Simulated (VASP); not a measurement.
# MgCd5Se6 (P-3m1) in VASP: notebook, part 2 of 2

VASP 6.6.1. The steps go on from the part before.

## Step 4: Relaxation of cell and atoms, PBE

This run uses another cell than the first one, of 25.54 Å³/atom.

The input, INCAR:

```
SYSTEM = MgCd5Se6
  PREC = Accurate
  ENCUT = 600
  EDIFF = 1E-7
  ISMEAR = 0
  SIGMA = 0.1
  LREAL = .FALSE.
  LASPH = .TRUE.
  NELM = 60
  ALGO = Normal
  ISIF = 3
  LWAVE = .FALSE.
  LCHARG = .FALSE.
  GGA = PE
  IBRION = 2
  NSW = 90
  EDIFFG = -0.04
```

The input, KPOINTS:

```
regular mesh
0
G
  6 6 1
  0 0 0
```

The input, POSCAR:

```
MgCd5Se6
1.0
    4.1649741300      0.0000000000      0.0000000000
   -2.0824870600      3.6069734000      0.0000000000
    0.0000000000      0.0000000000     20.4041228100
Mg Cd Se
1 5 6
Direct
    0.0000000000      0.0000000000      0.0000000000
    0.3333333300      0.6666666700      0.8333333300
    0.6666666700      0.3333333300      0.6666666700
    0.0000000000      0.0000000000      0.5000000000
    0.3333333300      0.6666666700      0.3333333300
    0.6666666700      0.3333333300      0.1666666700
    0.6666666700      0.3333333300      0.9166666700
    0.0000000000      0.0000000000      0.7500000000
    0.3333333300      0.6666666700      0.5833333300
    0.6666666700      0.3333333300      0.4166666700
    0.0000000000      0.0000000000      0.2500000000
    0.3333333300      0.6666666700      0.0833333300
```

Potentials or basis: VASP PAW PBE potentials, release 64 (Mg, Cd, Se).

On the command line:

```
cat potpaw_PBE.64/Mg/POTCAR potpaw_PBE.64/Cd/POTCAR potpaw_PBE.64/Se/POTCAR > POTCAR
mpirun -np 1 vasp_std > vasp.out
```

OUTCAR:

```text
SYSTEM = MgCd5Se6
   PREC = Accurate
   ENCUT = 600
   EDIFF = 1E-7
   ISMEAR = 0
   LREAL = .FALSE.
   LASPH = .TRUE.
   NELM = 60
   ISIF = 3
   GGA = PE
   IBRION = 2
   NSW = 90
   EDIFFG = -0.04

 ion  position               nearest neighbor table
   1  0.000  0.000  0.000-   7 2.95  12 2.95  12 2.95   7 2.95   7 2.95  12 2.95
   2  0.333  0.667  0.833-   8 2.95   8 2.95   8 2.95   7 2.95   7 2.95   7 2.95
   3  0.667  0.333  0.667-   8 2.95   8 2.95   8 2.95   9 2.95   9 2.95   9 2.95
   4  0.000  0.000  0.500-   9 2.95  10 2.95   9 2.95  10 2.95  10 2.95   9 2.95
   5  0.333  0.667  0.333-  11 2.95  11 2.95  11 2.95  10 2.95  10 2.95  10 2.95
   6  0.667  0.333  0.167-  11 2.95  11 2.95  11 2.95  12 2.95  12 2.95  12 2.95
   7  0.667  0.333  0.917-   1 2.95   1 2.95   1 2.95   2 2.95   2 2.95   2 2.95
   8  0.000  0.000  0.750-   2 2.95   3 2.95   2 2.95   3 2.95   3 2.95   2 2.95
   9  0.333  0.667  0.583-   4 2.95   4 2.95   4 2.95   3 2.95   3 2.95   3 2.95
  10  0.667  0.333  0.417-   4 2.95   4 2.95   4 2.95   5 2.95   5 2.95   5 2.95
  11  0.000  0.000  0.250-   5 2.95   6 2.95   5 2.95   6 2.95   6 2.95   5 2.95
  12  0.333  0.667  0.083-   1 2.95   1 2.95   1 2.95   6 2.95   6 2.95   6 2.95

  LATTYP: Found a hexagonal cell.
 ALAT       =     4.1649741300
 C/A-ratio  =     4.8989794830

  Lattice vectors:

 A1 = (   4.1649741300,   0.0000000000,   0.0000000000)
 A2 = (  -2.0824870600,   3.6069734000,   0.0000000000)
[... 185 lines left out ...]
  Direction    XX          YY          ZZ          XY          YZ          ZX
  --------------------------------------------------------------------------------------
  -------------------------------------------------------------------------------------
  Total       -8.4281985     -8.4281985     -8.4502357     -0.0000000      0.0000000      0.0000000
  in kB      -44.0526625    -44.0526625    -44.1678469     -0.0000001      0.0000000      0.0000000
  external PRESSURE =     -44.0910573 kB  Pullay stress =       0.0000000 kB
[... 119 lines left out ...]
  FREE ENERGIE OF THE ION-ELECTRON SYSTEM (eV)
  ---------------------------------------------------
  free  energy   TOTEN  =       -33.3743385805 eV

  energy  without entropy=      -33.3546282218  energy(sigma->0) =      -33.36448340

[... ionic steps 4 to 9 ...]

--------------------------------------- Ionic step       10  -------------------------------------------

 number of electron      98.0000008 magnetization

------------------------ aborting loop because EDIFF is reached ----------------------------------------
[... 87 lines left out ...]
--------------------------------------- Ionic step       12  -------------------------------------------

 number of electron      98.0000001 magnetization

 Free energy of the ion-electron system (eV)
  ---------------------------------------------------
  ext. energy  EPLUGINS =         0.00000000
  ---------------------------------------------------
  free energy    TOTEN  =       -33.42225852 eV

  energy without entropy =      -33.40316887  energy(sigma->0) =      -33.41271370

 E-fermi :   2.4081     XC(G=0):  -9.9081

 val. band max:        2.3477178299   @ k =   0.0000   0.0000   0.0000
 cond. band min:       2.7759212659   @ k =   0.0000   0.0000   0.0000
 fundamental gap:      0.4282034360
 Fermi energy:         2.4081336604

 k-point     1 :       0.0000    0.0000    0.0000
  band No.  band energies     occupation
      1     -10.5075      2.00000
      2     -10.3061      2.00000
      3     -10.2962      2.00000
      4      -9.8687      2.00000
      5      -9.8322      2.00000
      6      -9.5464      2.00000
[... 455 lines left out ...]
  FREE ENERGIE OF THE ION-ELECTRON SYSTEM (eV)
  ---------------------------------------------------
  free  energy   TOTEN  =       -33.4222585186 eV

  energy  without entropy=      -33.4031688720  energy(sigma->0) =      -33.41271370

 reached required accuracy - stopping structural energy minimisation
```

OSZICAR:

```text
N       E                     dE             d eps       ncg     rms          rms(c)
DAV:   1     0.727877473921E+03    0.72788E+03   -0.49701E+04   812   0.171E+03
DAV:   2     0.214359684217E+02   -0.70644E+03   -0.68151E+03   898   0.376E+02
DAV:   3    -0.346844417601E+02   -0.56120E+02   -0.54977E+02   910   0.990E+01
[... 134 lines left out ...]
DAV:   4    -0.334222793054E+02    0.96466E-04   -0.25587E-04   910   0.142E-01    0.567E-02
DAV:   5    -0.334222610396E+02    0.18266E-04   -0.13640E-04   906   0.597E-02    0.195E-02
DAV:   6    -0.334222588933E+02    0.21463E-05   -0.16039E-05   920   0.296E-02    0.939E-03
DAV:   7    -0.334222584620E+02    0.43132E-06   -0.23574E-06   928   0.951E-03    0.447E-03
DAV:   8    -0.334222585186E+02   -0.56665E-07   -0.49081E-07   826   0.582E-03
  12 F= -.33422259E+02 E0= -.33412714E+02  d E =-.344044E-02
```

It took 52 min on 1 thread of Intel Xeon 8259CL, shared host; peak memory 0.63 GiB.

Results:

```yaml
Free_energy: -33.4223 eV
Relaxed_volume: 23.25 Å³/atom
Relaxed_cell: a = 4.035 Å, b = 4.035 Å, c = 19.789 Å, α = 90.00°, β = 90.00°, γ = 120.00°
Space_group_after_relaxing_to_0.1_Å: P-3m1 (No. 164)
Energy_gained_by_relaxing: 38.6 meV/atom
Ionic_steps: 12
Pressure_after_relaxing: 0.0 GPa
Largest_force_after_relaxing: 0.038 eV/Å
Band_gap_on_the_k_mesh: zero (bands 49 and 50 overlap by 0.07 eV)
```

Forces on the atoms (eV/Å):
```
Mg   0.000  0.000  0.000
Cd   0.000  0.000 -0.012
Cd   0.000  0.000  0.038
Cd   0.000  0.000  0.000
Cd   0.000  0.000 -0.038
Cd   0.000  0.000  0.012
Se   0.000  0.000  0.002
Se   0.000  0.000  0.006
Se   0.000  0.000  0.038
Se   0.000  0.000 -0.038
Se   0.000  0.000 -0.006
Se   0.000  0.000 -0.002
```

Step by step:
| step | energy change (eV) | largest force (eV/Å) | pressure (GPa) | volume (Å³) |
| --- | --- | --- | --- | --- |
| 1 | 0.0000 | 0.3455 | -4.41 | 306.53 |
| 2 | -0.4091 | 0.4117 | 0.76 | 276.39 |
| 3 | -0.4155 | 0.4042 | 0.09 | 279.37 |
| 4 | -0.4297 | 0.2973 | 0.08 | 279.29 |
| 5 | -0.4484 | 0.1643 | 0.07 | 279.04 |
| 6 | -0.4531 | 0.1101 | -0.08 | 279.68 |
| 7 | -0.4563 | 0.0750 | -0.33 | 280.79 |
| 8 | -0.4590 | 0.0836 | -0.13 | 279.84 |
| 9 | -0.4600 | 0.0919 | 0.06 | 278.94 |
| 10 | -0.4600 | 0.0929 | 0.08 | 278.84 |
| 11 | -0.4611 | 0.0790 | 0.07 | 278.88 |
| 12 | -0.4634 | 0.0384 | 0.04 | 279.00 |

Final structure:
```cif
data_structure
_symmetry_space_group_name_H-M 'P 1'
_symmetry_Int_Tables_number 1
_cell_length_a 4.0348
_cell_length_b 4.0348
_cell_length_c 19.7894
_cell_angle_alpha 90.000
_cell_angle_beta 90.000
_cell_angle_gamma 120.000
_cell_volume 279.00
loop_
_atom_site_label
_atom_site_type_symbol
_atom_site_fract_x
_atom_site_fract_y
_atom_site_fract_z
_atom_site_occupancy
Mg1 Mg 0.00000 0.00000 0.00000 1
Cd1 Cd 0.33333 0.66667 0.83714 1
Cd2 Cd 0.66667 0.33333 0.66801 1
Cd3 Cd 0.00000 0.00000 0.50000 1
Cd4 Cd 0.33333 0.66667 0.33199 1
Cd5 Cd 0.66667 0.33333 0.16286 1
Se1 Se 0.66667 0.33333 0.92240 1
Se2 Se 0.00000 0.00000 0.75268 1
Se3 Se 0.33333 0.66667 0.58378 1
Se4 Se 0.66667 0.33333 0.41622 1
Se5 Se 0.00000 0.00000 0.24732 1
Se6 Se 0.33333 0.66667 0.07760 1
```

Levels at points of the mesh, in eV from the Fermi level:
```
           k point  band 45  band 46  band 47  band 48  band 49  band 50  band 51  band 52  band 53  band 54
(0.00, 0.00, 0.00)    -0.35    -0.15    -0.15    -0.06    -0.06     0.37     2.12     2.28     3.10     3.18
(0.50, 0.00, 0.00)    -1.26    -0.85    -0.68    -0.22    -0.13    -0.13     1.03     1.37     3.08     3.10
```

Caveat: semilocal functionals underestimate gaps, so a narrow gap can read as zero.

## Step 5: Summary

```tsv
task	cell	cutoff (eV)	gap on the mesh (eV)	pressure (GPa)	largest force (eV/Å)
single point	a = 4.032, b = 4.032, c = 19.777 Å, angles 90.0, 90.0, 120.0°, 12 atoms, atomic positions A	520	none	0.2	0.04
single point	a = 4.165, b = 4.165, c = 20.404 Å, angles 90.0, 90.0, 120.0°, 12 atoms, atomic positions B	520	none	-4.4	0.35
relaxation of cell and atoms	relaxed from a = 4.165, b = 4.165, c = 20.404 Å, angles 90.0, 90.0, 120.0°, 12 atoms, atomic positions B	600	none	0.0	0.04
```

Alike in all rows: level PBE; potentials or basis VASP PAW PBE potentials, release 64 (Mg, Cd, Se); no spin polarisation; k mesh 6 × 6 × 1; smearing gaussian 0.1 eV.

Caveats: semilocal functionals underestimate gaps, so a narrow gap can read as zero; the cell stands under tension (at least some runs).

Absolute energies hang on the potentials; compare differences alone.
